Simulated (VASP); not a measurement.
Input of a VASP 6.6.1 run:

File INCAR:

```
SYSTEM = PbS
PREC = Accurate ; ENCUT = 520
EDIFF = 1E-6 ; ISMEAR = -1
SIGMA = 0.06 ; LREAL = .FALSE.
LASPH = .TRUE. ; NELM = 80
ALGO = Normal ; ISIF = 2
LWAVE = .FALSE. ; LCHARG = .FALSE.
GGA = PS ; NBANDS = 17
```

KPOINTS

```
regular mesh
0
G
  8 8 8
  0 0 0
```

Contents of POSCAR:

```
PbS
1.0
    0.0000000000      2.9147360000      2.9147360000
    2.9147360000      0.0000000000      2.9147360000
    2.9147360000      2.9147360000      0.0000000000
Pb S
1 1
Direct
    0.0000000000      0.0000000000      0.0000000000
    0.5000000000      0.5000000000      0.5000000000
```

Potentials or basis: VASP PAW PBE potentials, release 64 (Pb_d, S).

Launch:

```bash
$ cat potpaw_PBE.64/Pb_d/POTCAR potpaw_PBE.64/S/POTCAR > POTCAR
$ mpirun -np 1 vasp_std > vasp.out
```

**Question.** Estimate the band gap on the k mesh.

**Answer.** 0.05 eV, direct.

**Question.** Predict the pressure.

**Answer.** 2.3 GPa.

Caveat: the PAW data sets were made with another functional, which shifts forces and pressure a little; spin-orbit coupling is left out, which moves the levels of the heavy elements. A k mesh can miss the band edges.
